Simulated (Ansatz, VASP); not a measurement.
**Be in VASP and in Ansatz**

The input INCAR:

```
ALGO = Normal ; EDIFF = 1E-6
ENCUT = 600 ; GGA = PS
GGA_COMPAT = False ; ISIF = 2
ISMEAR = -1 ; LASPH = True
LCHARG = False ; LREAL = False
LWAVE = False ; NBANDS = 9
NELM = 120 ; PREC = Accurate
SIGMA = 0.05
```

File KPOINTS:

```
k-points
0
Gamma
  15 15 15
```

Contents of POSCAR:

```
Be
1.0
    0.0000000000      1.7954584778      1.7954584778
    1.7954584778      0.0000000000      1.7954584778
    1.7954584778      1.7954584778      0.0000000000
Be
2
Direct
   -0.1250000000     -0.1250000000     -0.1250000000
    0.1250000000      0.1250000000      0.1250000000
```

Input for Ansatz:

```yaml
crystal:
  lattice:
    - [0.0, 1.7954584778, 1.7954584778]
    - [1.7954584778, 0.0, 1.7954584778]
    - [1.7954584778, 1.7954584778, 0.0]
  atoms:
    - { symbol: Be, position: [-0.125, -0.125, -0.125] }
    - { symbol: Be, position: [0.125, 0.125, 0.125] }
kpoints:
  mp_grid: { grid: [15, 15, 15] }
  band_path:
    path:
      - [0.0, 0.0, 0.0]
      - [0.5, 0.0, 0.5]
      - [0.625, 0.25, 0.625]
      - [0.375, 0.375, 0.75]
      - [0.0, 0.0, 0.0]
      - [0.5, 0.5, 0.5]
      - [0.5, 0.25, 0.75]
      - [0.5, 0.0, 0.5]
    npoints: 8
scf:
  occupations: { method: fermi_dirac, width: 0.05 }
hamiltonian:
  xc: pbesol
  pseudopotentials: { kind: all_electron, lapw: { basis_error: 0.001 } }
output:
  forces: true
  stress: true
  eigenvalues: true
  populations: true
  dos: { projected: true, de: 0.2, e_range: [-14, 8] }
```

Change from the starting cell: volume scaled by 0.4, LAPW.

Alike in both runs: task single point; functional PBEsol; k mesh 15 × 15 × 15; occupations fermi-dirac, width 0.05 eV; no spin polarisation.

|  | VASP | Ansatz |
| --- | --- | --- |
| version | VASP 6.6.1 | Ansatz 0.2.0 |
| potentials or method | VASP PAW PBE potentials, release 64 (Be), cutoff 600 eV | all-electron LAPW, scalar-relativistic |

VASP gave:

| Property | Result |
| --- | --- |
| pressure (GPa) | 188.6 |

Task: Which values does Ansatz return?

Result: Pressure (GPa): 186.5.

VASP's potentials were made for PBE, not for PBEsol. Both programs put the cell under a high pressure, so it lies far from rest at this level. Ansatz ran all-electron here, and VASP with PAW potentials.

Noted on VASP's run: the cell as given lies far from equilibrium.
